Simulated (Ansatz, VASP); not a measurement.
**Two plane-wave programs on Re**

The input INCAR:

```
PREC = Accurate
ENCUT = 560
EDIFF = 1E-6
ISMEAR = -1
SIGMA = 0.1
LREAL = F
LASPH = T
NELM = 120
ALGO = Normal
ISIF = 2
LWAVE = F
LCHARG = T
GGA = CA
LELF = T
LVHAR = T
NBANDS = 22
GGA_COMPAT = F
```

KPOINTS

```
Automatic mesh
0
Gamma
  11 11 11
```

File POSCAR:

```
Re
1.0
    0.0000000000      2.7046150222      2.7046150222
    2.7046150222      0.0000000000      2.7046150222
    2.7046150222      2.7046150222      0.0000000000
Re
2
Direct
    0.1250000000      0.1250000000      0.1250000000
    0.8750000000      0.8750000000      0.8750000000
```

Input for Ansatz:

```yaml
crystal:
  lattice:
    - [0.0, 2.7046150222, 2.7046150222]
    - [2.7046150222, 0.0, 2.7046150222]
    - [2.7046150222, 2.7046150222, 0.0]
  atoms:
    - { symbol: Re, position: [0.125, 0.125, 0.125] }
    - { symbol: Re, position: [0.875, 0.875, 0.875] }
hamiltonian:
  xc: lda
  pseudopotentials:
    kind: paw
    azcp:
      Re: "pseudopotentials/Re.paw.azcp"
basis:
  ecutwfc: 420
  fft_grid_basis: typed
kpoints:
  mp_grid: { grid: [11, 11, 11], shift: [0, 0, 0] }
magnetization:
  spin_polarized: false
scf:
  occupations: { method: fermi_dirac, width: 0.1 }
  lower_state_search: "off"
output:
  stress: true
```

Alike in both runs: task single point; functional LDA; k mesh 11 × 11 × 11; occupations fermi-dirac, width 0.1 eV; no spin polarisation.

|  | VASP | Ansatz |
| --- | --- | --- |
| version | VASP 6.6.1 | Ansatz 0.2.0 |
| potentials or method | VASP PAW LDA potentials, release 64 (Re_sv_GW), cutoff 560 eV | plane waves (420 eV) with PAW, scalar-relativistic |
| valence electrons in the cell | 30 | 30 |

|  | VASP | Ansatz | Ansatz less VASP |
| --- | --- | --- | --- |
| pressure (GPa) | 19.6 | 19.7 | +0.11 |

Ansatz warns that its potentials were made for another functional, while VASP's fit it. LDA's correlation is that of Perdew and Zunger in VASP and of Perdew and Wang (1992) in Ansatz.

Neither program's run includes spin-orbit coupling.
